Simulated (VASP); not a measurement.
# Si (P6_3/m) in VASP: further runs

Runs on Si. Level: PBE. Tasks: relaxation of cell and atoms.

All numbers are computed with VASP 6.6.1; they aren't measurements. Logs are shortened: lines on timing, memory, paths and dates and some standing lists are left out, and cuts for length are marked.

## (1) The cell of the first run

Symmetry: P6_3/m, No. 176, hexagonal system. Conventional cell: a = 6.923 Å, b = 6.923 Å, c = 3.858 Å, α = 90.00°, β = 90.00°, γ = 120.00°. Si (site symmetry -6) has 9 Si at 2.67 to 2.75 Å within 3.5 Å. Si (site symmetry m) has 11 Si at 2.67 to 3.21 Å within 3.5 Å.

## (2) Relaxation of cell and atoms, PBE

Contents of INCAR:

```
SYSTEM = Si
  ALGO = Normal
  EDIFF = 1E-6
  EDIFFG = -0.04
  ENCUT = 600
  GGA = PE
  IBRION = 2
  ISIF = 3
  ISMEAR = 0
  LASPH = .True.
  LCHARG = .False.
  LREAL = .False.
  LWAVE = .False.
  NELM = 80
  NSW = 90
  PREC = Accurate
  SIGMA = 0.1
```

Contents of KPOINTS:

```
k-points
0
Gamma
  3 3 4
  0 0 0
```

Contents of POSCAR:

```
Si
1.0
    6.9233916300      0.0000000000      0.0000000000
   -3.4616958100      5.9958330300      0.0000000000
    0.0000000000      0.0000000000      3.8583264700
Si
8
Direct
    0.6666666700      0.3333333300      0.2500000000
    0.3333333300      0.6666666700      0.7500000000
    0.2971000100      0.3829000000      0.2500000000
    0.9142000100      0.2971000100      0.7500000000
    0.6171000000      0.9142000100      0.2500000000
    0.7028999900      0.6171000000      0.7500000000
    0.0857999900      0.7028999900      0.2500000000
    0.3829000000      0.0857999900      0.7500000000
```

Potentials or basis: VASP PAW PBE potentials, release 64 (Si).

Command:

```
> cat potpaw_PBE.64/Si/POTCAR > POTCAR
> mpirun -np 1 vasp_std > vasp.out
```

OUTCAR:

```text
SYSTEM = Si
   EDIFF = 1E-6
   EDIFFG = -0.04
   ENCUT = 600
   GGA = PE
   IBRION = 2
   ISIF = 3
   ISMEAR = 0
   LASPH = .True.
   LREAL = .False.
   NELM = 80
   NSW = 90
   PREC = Accurate

 ion  position               nearest neighbor table
   1  0.667  0.333  0.250-   4 2.67   4 2.67   8 2.67   8 2.67   6 2.67   6 2.67   5 2.75   7 2.75
                             3 2.75
   2  0.333  0.667  0.750-   7 2.67   7 2.67   5 2.67   5 2.67   3 2.67   3 2.67   8 2.75   4 2.75
                             6 2.75
   3  0.297  0.383  0.250-   2 2.67   2 2.67   1 2.75   8 3.09   8 3.09   4 3.09   4 3.09   6 3.11
                             6 3.11
   4  0.914  0.297  0.750-   1 2.67   1 2.67   2 2.75   5 3.09   5 3.09   3 3.09   3 3.09   7 3.11
                             7 3.11
   5  0.617  0.914  0.250-   2 2.67   2 2.67   1 2.75   6 3.09   6 3.09   4 3.09   4 3.09   8 3.11
                             8 3.11
   6  0.703  0.617  0.750-   1 2.67   1 2.67   2 2.75   5 3.09   5 3.09   7 3.09   7 3.09   3 3.11
                             3 3.11
   7  0.086  0.703  0.250-   2 2.67   2 2.67   1 2.75   8 3.09   8 3.09   6 3.09   6 3.09   4 3.11
                             4 3.11
   8  0.383  0.086  0.750-   1 2.67   1 2.67   2 2.75   3 3.09   3 3.09   7 3.09   7 3.09   5 3.11
                             5 3.11

  LATTYP: Found a hexagonal cell.
 ALAT       =     6.9233916300
 C/A-ratio  =     0.5572884904

  Lattice vectors:

 A1 = (   6.9233916300,   0.0000000000,   0.0000000000)
 A2 = (  -3.4616958100,   5.9958330300,   0.0000000000)
 A3 = (   0.0000000000,   0.0000000000,   3.8583264700)

Analysis of symmetry for initial positions (statically):
=====================================================================
 Subroutine PRICEL returns:
 Original cell was already a primitive cell.

 Routine SETGRP: Setting up the symmetry group for a
 hexagonal supercell.

 Subroutine GETGRP returns: Found 12 space group operations
 (whereof  6 operations were pure point group operations)
 out of a pool of 24 trial point group operations.

The static configuration has the point symmetry S_6 .
 The point group associated with its full space group is C_6h.

Analysis of symmetry for dynamics (positions and initial velocities):
=====================================================================
 Subroutine PRICEL returns:
 Original cell was already a primitive cell.

 Routine SETGRP: Setting up the symmetry group for a
 hexagonal supercell.

 Subroutine GETGRP returns: Found 12 space group operations
 (whereof  6 operations were pure point group operations)
 out of a pool of 24 trial point group operations.

The dynamic configuration has the point symmetry S_6 .
 The point group associated with its full space group is C_6h.

 Subroutine INISYM returns: Found 12 space group operations
 (whereof  6 operations are pure point group operations),
 and found     1 'primitive' translations

----------------------------------------------------------------------------------------
[... 95 lines left out ...]
   ISIF   =      3    stress and relaxation
   ISYM   =      2    0-nonsym 1-usesym 2-fastsym
   POTIM  = 0.5000    time-step for ionic-motion
   TEBEG  =    0.0;   TEEND  =   0.0 temperature during run
   PSTRESS=    0.0 pullay stress
   NELECT =      32.0000    total number of electrons
   NUPDOWN=      -1.0000    fix difference up-down
   EMIN   =  10.00;   EMAX   =-10.00  energy-range for DOS
   EFERMI =   0.00;   METHOD = LEGACY
   ISMEAR =     0;   SIGMA  =   0.10  broadening in eV -4-tet -1-fermi 0-gaus
   EFERMI_NEDOS =   21; number of points for ismear=-14 and -15
   IALGO  =     38    algorithm
   IMIX   =      4    mixing-type and parameters
     AMIX     =   0.40;   BMIX     =  1.00
     AMIX_MAG =   1.60;   BMIX_MAG =  1.00
  volume/ion in A,a.u.               =      20.02       135.11
  Fermi-wavevector in a.u.,A,eV,Ry     =   0.957052  1.808567 12.462245  0.915949
  Thomas-Fermi vector in A             =   2.086036
   LORBIT       =      0    0 simple, 1 ext, 2 COOP (PROOUT), +10 PAW based schemes
   GGA     = PE    functional components
   LHFCALC =     F    Hartree Fock is set to
   AEXX    =    0.0000 exact exchange contribution
   IVDW    =     0    specifies the selected vdW correction
   LEPSILON=     F    determine dielectric tensor
   LRPA    =     F    only Hartree local field effects (RPA)
 conjugate gradient relaxation of ions
 non-spin polarized calculation
 Gauss-broadening in eV      SIGMA  =   0.10
  energy-cutoff  :      600.00
  volume of cell :      160.16
 maximum number of plane-waves:      5370
 NGX is ok and might be reduce to    56
   NGX = 27   NGY = 27   NGZ = 15

--------------------------------------- Ionic step        1  -------------------------------------------

 number of electron      31.9999999 magnetization

 Free energy of the ion-electron system (eV)
  ---------------------------------------------------
  ext. energy  EPLUGINS =         0.00000000
  ---------------------------------------------------
  free energy    TOTEN  =       -37.41938989 eV

  energy without entropy =      -37.38681823  energy(sigma->0) =      -37.40310406

 E-fermi :   6.2378     XC(G=0):  -9.7391

 val. band max:        6.2300380313   @ k =   0.3333   0.0000   0.2500
 cond. band min:       6.2398699133   @ k =   0.3333   0.0000   0.0000
 fundamental gap:      0.0098318820
 Fermi energy:         6.2377998760

 k-point     1 :       0.0000    0.0000    0.0000
  band No.  band energies     occupation
      1      -6.1818      2.00000
      2      -3.4286      2.00000
      3      -2.3174      2.00000
      4      -2.3174      2.00000
      5      -1.4727      2.00000
      6      -1.4727      2.00000
[... 324 lines left out ...]
  FREE ENERGIE OF THE ION-ELECTRON SYSTEM (eV)
  ---------------------------------------------------
  free  energy   TOTEN  =       -38.4880760958 eV

  energy  without entropy=      -38.4664303663  energy(sigma->0) =      -38.47725323

[... ionic steps 4 to 16 ...]

--------------------------------------- Ionic step       17  -------------------------------------------

 number of electron      32.0000001 magnetization

------------------------ aborting loop because EDIFF is reached ----------------------------------------
[... 79 lines left out ...]
--------------------------------------- Ionic step       19  -------------------------------------------

 number of electron      32.0000001 magnetization

 Free energy of the ion-electron system (eV)
  ---------------------------------------------------
  ext. energy  EPLUGINS =         0.00000000
  ---------------------------------------------------
  free energy    TOTEN  =       -39.78118554 eV

  energy without entropy =      -39.77367022  energy(sigma->0) =      -39.77742788

 E-fermi :   9.1330     XC(G=0): -10.9305

 val. band max:        9.0615398430   @ k =   0.3333   0.3333   0.5000
 cond. band min:       9.2920583184   @ k =   0.0000   0.0000   0.0000
 fundamental gap:      0.2305184753
 Fermi energy:         9.1330161105

 k-point     1 :       0.0000    0.0000    0.0000
  band No.  band energies     occupation
      1      -4.6380      2.00000
      2      -0.2655      2.00000
      3      -0.2655      2.00000
      4       0.2382      2.00000
      5       0.8409      2.00000
      6       0.8409      2.00000
[... 240 lines left out ...]
  FREE ENERGIE OF THE ION-ELECTRON SYSTEM (eV)
  ---------------------------------------------------
  free  energy   TOTEN  =       -39.7811855380 eV

  energy  without entropy=      -39.7736702250  energy(sigma->0) =      -39.77742788

 reached required accuracy - stopping structural energy minimisation
```

CONTCAR:

```text
Si
   1.00000000000000
     6.1112800965708374   -0.0000000191122143    0.0000000000000000
    -3.0556400285157665    5.2925238215874577   -0.0000000000000000
    -0.0000000000000000    0.0000000000000000    3.7660916217208422
  Si
     8
Direct
     0.6666666699999979    0.3333333300000021    0.2500000000000000
     0.3333333300000021    0.6666666699999979    0.7500000000000000
     0.2480716302666376    0.3145618394446109    0.2500000000000000
     0.9335097908229996    0.2480716302676037    0.7500000000000000
     0.6854381605563618    0.9335097908229929    0.2500000000000000
     0.7519283697333625    0.6854381605553893    0.7500000000000000
     0.0664902091770005    0.7519283697323962    0.2500000000000000
     0.3145618394436380    0.0664902091770072    0.7500000000000000

  0.00000000E+00  0.00000000E+00  0.00000000E+00
  0.00000000E+00  0.00000000E+00  0.00000000E+00
  0.00000000E+00  0.00000000E+00  0.00000000E+00
  0.00000000E+00  0.00000000E+00  0.00000000E+00
  0.00000000E+00  0.00000000E+00  0.00000000E+00
  0.00000000E+00  0.00000000E+00  0.00000000E+00
  0.00000000E+00  0.00000000E+00  0.00000000E+00
  0.00000000E+00  0.00000000E+00  0.00000000E+00
```

It took 2.9 min on 1 thread of AMD EPYC 9R45 (Zen 5), shared host; peak memory 0.28 GiB.

Results:

* Free energy: -39.7812 eV
* Relaxed volume: 15.23 Å³/atom
* Relaxed cell: a = 6.111 Å, b = 6.111 Å, c = 3.766 Å, α = 90.00°, β = 90.00°, γ = 120.00°
* Space group after relaxing (to 0.1 Å): P6_3/m (No. 176)
* Energy gained by relaxing: 295.2 meV/atom
* Ionic steps: 19
* Pressure after relaxing: -0.1 GPa
* Largest force after relaxing: 0.037 eV/Å
* Band gap on the k mesh: zero (bands 16 and 17 overlap by 3.25 eV)

Forces in eV/Å, atoms in the order of the input:
```
Si   0.000  0.000  0.000
Si   0.000  0.000  0.000
Si  -0.035  0.013  0.000
Si  -0.029 -0.023  0.000
Si   0.006 -0.037  0.000
Si   0.035 -0.013  0.000
Si   0.029  0.023  0.000
Si  -0.006  0.037  0.000
```

Step by step:
```
step  energy change (eV)  largest force (eV/Å)  pressure (GPa)  volume (Å³)
   1              0.0000                0.1307           -9.18       160.16
   2             -1.0377                0.5912           -1.62       134.99
   3             -1.0687                0.7227            0.46       131.20
   4             -1.4156                0.8407            1.58       125.91
   5             -1.4170                0.9539            3.84       122.14
   6             -1.4536                0.8661            2.61       123.91
   7             -1.6993                0.6166           -1.16       126.69
   8             -1.8138                0.5120           -3.87       129.46
   9             -2.0325                0.4366           -3.21       126.90
  10             -2.2997                0.1265            2.01       119.35
  11             -2.3101                0.1854            0.53       120.79
  12             -2.3105                0.1833            0.75       120.57
  13             -2.3496                0.0932            1.30       120.08
  14             -2.3508                0.0824            1.43       119.98
  15             -2.3598                0.0528           -0.21       122.00
  16             -2.3598                0.0552           -0.07       121.82
  17             -2.3608                0.0480           -0.10       121.85
  18             -2.3611                0.0412           -0.12       121.88
  19             -2.3618                0.0371           -0.09       121.81
```

Final structure:
```cif
data_structure
_symmetry_space_group_name_H-M 'P 1'
_symmetry_Int_Tables_number 1
_cell_length_a 6.1113
_cell_length_b 6.1113
_cell_length_c 3.7661
_cell_angle_alpha 90.000
_cell_angle_beta 90.000
_cell_angle_gamma 120.000
_cell_volume 121.81
loop_
_atom_site_label
_atom_site_type_symbol
_atom_site_fract_x
_atom_site_fract_y
_atom_site_fract_z
_atom_site_occupancy
Si1 Si 0.66667 0.33333 0.25000 1
Si2 Si 0.33333 0.66667 0.75000 1
Si3 Si 0.24807 0.31456 0.25000 1
Si4 Si 0.93351 0.24807 0.75000 1
Si5 Si 0.68544 0.93351 0.25000 1
Si6 Si 0.75193 0.68544 0.75000 1
Si7 Si 0.06649 0.75193 0.25000 1
Si8 Si 0.31456 0.06649 0.75000 1
```

Caveat: the k points lie up to 0.42 Å⁻¹ apart in the final cell, too coarse for converged energies and pressures of a metal; the volume moved by over 15 % at a fixed basis, so the end points are rough.

## (3) Relaxation of cell and atoms, PBE

This run uses another cell than the first one, of 15.19 Å³/atom.

Contents of INCAR:

```
PREC = Accurate ; ENCUT = 600
EDIFF = 1E-7 ; ISMEAR = 0
SIGMA = 0.1 ; LREAL = False
LASPH = True ; NELM = 80
ALGO = Normal ; ISIF = 3
LWAVE = False ; LCHARG = False
GGA = PE ; IBRION = 2
NSW = 100 ; EDIFFG = -0.01
```

Contents of KPOINTS:

```
Automatic mesh
0
Gamma
  6 6 10
```

Contents of POSCAR:

```
Si
1.0
    6.0995179150      0.0000000000      0.0000000000
   -3.0497589575      5.2823374652      0.0000000000
    0.0000000000      0.0000000000      3.7712174256
Si
8
Direct
    0.6666666667      0.3333333333      0.2500000000
    0.3333333333      0.6666666667      0.7500000000
    0.2462792769      0.3144908740      0.2500000000
    0.9317884029      0.2462792769      0.7500000000
    0.6855091260      0.9317884029      0.2500000000
    0.7537207231      0.6855091260      0.7500000000
    0.0682115971      0.7537207231      0.2500000000
    0.3144908740      0.0682115971      0.7500000000
```

Potentials or basis: VASP PAW PBE potentials, release 64 (Si).

Command:

```
> cat potpaw_PBE.64/Si/POTCAR > POTCAR
> mpirun -np 1 vasp_std > vasp.out
```

It took 44 min on 1 thread of AMD EPYC 9R45 (Zen 5), shared host; peak memory 0.3 GiB.

It converged, with:

```
Free energy                           : -40.1832 eV
Relaxed volume                        : 16.36 Å³/atom
Relaxed cell                          : a = 7.045 Å, b = 7.045 Å, c = 3.044 Å, α = 90.00°, β = 90.00°, γ = 120.00°
Space group after relaxing (to 0.1 Å) : P6_3/mmc (No. 194)
Energy gained by relaxing             : 108.9 meV/atom
Ionic steps                           : 69
Pressure after relaxing               : 0.0 GPa
Largest force after relaxing          : 0.007 eV/Å
```

Forces in eV/Å, atoms in the order of the input:
```
Si   0.000  0.000  0.000
Si   0.000  0.000  0.000
Si  -0.007 -0.002  0.000
Si  -0.002 -0.007  0.000
Si   0.005 -0.005  0.000
Si   0.007  0.002  0.000
Si   0.002  0.007  0.000
Si  -0.005  0.005  0.000
```

The path:
```csv
step,energy change (eV),largest force (eV/Å),pressure (GPa),volume (Å³)
1,0.0000,0.0184,0.89,121.51
3,-0.0443,0.0747,-1.19,125.18
5,-0.0526,0.0680,-2.33,127.11
7,-0.1032,0.0634,-2.40,127.32
9,-0.1567,0.0795,-2.48,127.52
11,-0.1884,0.1176,-0.01,123.83
13,-0.1903,0.1055,0.10,123.63
15,-0.1967,0.0460,0.11,123.28
17,-0.1982,0.0409,-0.04,123.52
19,-0.2008,0.0499,-0.37,123.96
21,-0.2052,0.0569,0.36,123.01
23,-0.2006,0.0996,4.57,119.10
25,-0.2104,0.0780,2.18,121.12
27,-0.2120,0.0800,2.40,120.96
29,-0.2195,0.0936,3.30,120.32
31,-0.2526,0.2233,7.60,117.51
33,-0.2542,0.2130,7.33,117.68
35,-0.2570,0.2378,7.81,117.45
37,-0.2571,0.2412,7.88,117.41
39,-0.2666,0.2423,7.74,117.57
41,-0.3062,0.2498,7.13,118.27
43,-0.4258,0.3286,4.91,121.05
45,-0.5399,0.4096,1.21,126.43
47,-0.5555,0.3774,1.08,126.47
49,-0.5971,0.2414,-1.45,129.59
51,-0.6147,0.2394,-0.55,128.45
53,-0.6148,0.3662,2.58,125.23
55,-0.6575,0.2181,0.43,127.65
57,-0.7013,0.2629,-0.72,130.01
59,-0.8073,0.1196,0.86,128.99
61,-0.8381,0.1002,2.15,128.01
63,-0.8623,0.1432,0.10,130.85
65,-0.8700,0.0471,-0.11,131.06
67,-0.8707,0.0131,-0.19,131.14
69,-0.8709,0.0075,0.01,130.86
```

Final structure:
```
Si
1.0
     7.04524    0.00000    0.00000
    -3.52262    6.10136    0.00000
     0.00000    0.00000    3.04428
Si
8
Direct
  0.66667 0.33333 0.25000
  0.33333 0.66667 0.75000
  0.16852 0.33336 0.25000
  0.83516 0.16852 0.75000
  0.66664 0.83516 0.25000
  0.83148 0.66664 0.75000
  0.16484 0.83148 0.25000
  0.33336 0.16484 0.75000
```

Levels at points of the mesh, in eV from the Fermi level:
| k point | band 13 | band 14 | band 15 | band 16 | band 17 | band 18 | band 19 | band 20 |
| --- | --- | --- | --- | --- | --- | --- | --- | --- |
| (0.00, 0.00, 0.00) | 0.15 | 0.15 | 0.16 | 0.46 | 1.90 | 2.87 | 2.87 | 2.87 |
| (0.50, 0.00, 0.00) | 1.09 | 1.09 | 1.24 | 1.24 | 2.70 | 2.70 | 4.16 | 4.16 |
| (0.00, 0.00, 0.50) | -4.90 | -4.90 | 0.89 | 0.89 | 0.89 | 0.89 | 0.89 | 0.89 |
| (0.50, 0.00, 0.50) | -1.35 | -1.35 | -1.35 | -1.35 | -1.28 | -1.28 | -1.26 | -1.26 |

Caveat: the bands computed are all filled at some k points, so no gap is given; a cell axis changed by over 15 % at a fixed basis, so the end point is rough.
